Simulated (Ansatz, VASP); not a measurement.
# SnO: VASP beside Ansatz

```
Sn O
1.0
     3.74067    0.00000    0.00000
     0.00000    3.74067    0.00000
     0.00000    0.00000    4.99589
Sn O
2 2
Cartesian
  0.0000 1.8703 1.1915
  1.8703 0.0000 3.8044
  0.0000 0.0000 0.0000
  1.8703 1.8703 0.0000
```

Alike in both runs: task single point; functional PBEsol; k mesh 14 × 14 × 12; occupations gaussian, width 0.15 eV; no spin polarisation.

```csv
,VASP,Ansatz
version,VASP 6.6.1,Ansatz 0.2.0
potentials or method,"VASP PAW PBE potentials, release 64 (Sn_d, O), cutoff 520 eV","scalar-relativistic, plane waves, PAW"
valence electrons in the cell,40,40
```

Ansatz gave:

- gap on the k mesh at the Fermi level (eV): none
- pressure (GPa): 0.6
- traceless stress, the component that is largest in VASP (GPa): -2.89
- rms of the force components (eV/Å): 0.083

Task: Which values does VASP return?

Result: gap on the k mesh at the Fermi level (eV): none; pressure (GPa): 0.9; traceless stress, the component that is largest in VASP (GPa): -2.84; rms of the force components (eV/Å): 0.047.

VASP's potentials were made for PBE, not for PBEsol. Atom by atom the forces differ by 0.035 eV/Å (rms over components). A gap of «none» marks a metal or a gap that the smearing closes.
